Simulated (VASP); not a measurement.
## Sr: single point with PBEsol

Sr:

```
Sr
1.0
     0.00000    2.65774    3.98661
     2.65774    0.00000    3.98661
     2.65774    2.65774    0.00000
Sr
1
Direct
  0.00000 0.00000 0.00000
```

This cell differs from its parent crystal: ratio of the length along z to the lengths across it x 1.5, volume and fractional coordinates fixed.

```
Program                : VASP 6.6.1
Task                   : single point
Functional             : PBEsol
Potentials or basis    : VASP PAW PBE potentials, release 64 (Sr_sv)
Cutoff                 : 520 eV
k mesh                 : 10 × 10 × 10
Occupations            : gaussian, width 0.03 eV
Spin                   : no spin polarisation
Dipole correction      : no
Further INCAR settings : ALGO = Fast; EDIFF = 1e-07; NBANDS = 11
```

* Pressure: -0.5 GPa
* Band gap on the k mesh: zero (bands 5 and 6 overlap by 0.53 eV)

Stress tensor (GPa, compression positive):
```
 1.34  0.00  0.00
 0.00  1.34  0.00
 0.00  0.00 -4.30
```

Levels at points of the mesh, in eV from the Fermi level:
```tsv
k point	band 1	band 2	band 3	band 4	band 5	band 6	band 7	band 8	band 9	band 10
(0.00, 0.00, 0.00)	-36.53	-18.47	-18.37	-18.37	-3.40	1.25	1.61	3.70	3.70	5.34
(0.50, 0.00, 0.00)	-36.51	-18.73	-18.47	-18.34	-0.72	0.46	1.17	3.42	4.08	4.77
(0.50, 0.50, 0.00)	-36.53	-18.55	-18.38	-18.38	-1.52	-0.33	0.81	4.63	4.97	4.97
(0.50, 0.00, 0.50)	-36.48	-18.69	-18.67	-18.44	-0.32	0.82	2.60	3.36	3.54	4.75
```

It took 2.2 min on 1 thread of Intel Xeon 8259CL (shared host), peak memory 0.22 GiB.

Caveat: the stress differs along the axes, from -4 to 1 GPa; the PAW data sets were made with another functional, which shifts forces and pressure a little.
